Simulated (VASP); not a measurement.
Set up this calculation in VASP 6.6.1, as the native input.

```yaml
Task: single point
Functional: PBE
Potentials_or_basis: VASP PAW PBE potentials, release 64 (Sr_sv, V_sv, O)
Cutoff: 520 eV
k_mesh: 10 × 10 × 10
Occupations: gaussian, width 0.1 eV
Spin: collinear spin, ferromagnetic start
Starting_moments: "[0.0, 0.29, 0.0, 0.0, 0.0] μB"
Dipole_correction: no
Further_INCAR_settings: ALGO = Normal; EDIFF = 1e-07; NBANDS = 32
```

The structure of SrVO3 lies in POSCAR:

```
SrVO3
1.0
    3.8588620886      0.0000000000      0.0000000000
    0.0000000000      3.8588620886      0.0000000000
    0.0000000000      0.0000000000      3.8588620886
Sr V O
1 1 3
Direct
    0.5000000000      0.5000000000      0.5000000000
    0.0000000000      0.0000000000      0.0000000000
    0.5000000000      0.0000000000      0.0000000000
    0.0000000000      0.5000000000      0.0000000000
    0.0000000000      0.0000000000      0.5000000000
```

These files were run (other wordings do the same):

INCAR

```
ALGO = Normal ; EDIFF = 1E-7
ENCUT = 520 ; GGA = PE
ISIF = 2 ; ISMEAR = 0
ISPIN = 2 ; LASPH = T
LCHARG = F ; LMAXMIX = 4
LORBIT = 11 ; LREAL = F
LWAVE = F ; MAGMOM = 0 0.29 0 0 0
NBANDS = 32 ; NELM = 150
PREC = Accurate ; SIGMA = 0.1
```

KPOINTS

```
k-points
0
Gamma
  10 10 10
```

Potentials or basis: VASP PAW PBE potentials, release 64 (Sr_sv, V_sv, O).

Command:

```console
$ cat potpaw_PBE.64/Sr_sv/POTCAR potpaw_PBE.64/V_sv/POTCAR potpaw_PBE.64/O/POTCAR > POTCAR
$ mpirun -np 1 vasp_std > vasp.out
```

Results of the run:

* Pressure: 0.9 GPa
* Net moment: 0.34 μB per cell
* Site moments: Sr +0.00; V +0.32; O -0.00 μB
* Valence electrons inside the program's atomic spheres: Sr 8.01; V 11.55; O 5.04

Wall time 4.3 min on 1 thread of Intel(R) Xeon(R) Platinum 8259CL CPU @ 2.50GHz (Skylake/Cascade Lake), on a shared host, peak memory 0.3 GiB.
